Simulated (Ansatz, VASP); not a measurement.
## Li: VASP beside Ansatz

```
Li
1.0
     5.57067    0.00000    0.00000
     0.00000    5.57067    0.00000
     0.00000    0.00000    5.57067
Li
8
Direct
  0.00000 0.00000 0.00000
  0.50000 0.50000 0.50000
  0.25000 0.00000 0.50000
  0.75000 0.00000 0.50000
  0.50000 0.25000 0.00000
  0.50000 0.75000 0.00000
  0.00000 0.50000 0.25000
  0.00000 0.50000 0.75000
```

Alike in both runs: task relaxation of cell and atoms; functional PBE; k mesh 5 × 5 × 5; occupations fermi-dirac, width 0.1 eV; no spin polarisation.

```csv
,VASP,Ansatz
version,VASP 6.6.1,Ansatz 0.2.0
potentials or method,"VASP PAW PBE potentials, release 64 (Li_sv), cutoff 600 eV","plane waves (420 eV) with PAW, scalar-relativistic"
valence electrons in the cell,24,24
```

```tsv
	VASP	Ansatz	Ansatz less VASP
relaxed volume (Å³/atom)	20.16	20.25	+0.090
relaxed cell length with the largest relative difference (Å)	5.443	5.451	+0.0081
```

Noted on VASP's run: the cutoff is short for stress, so the pressure is rough.
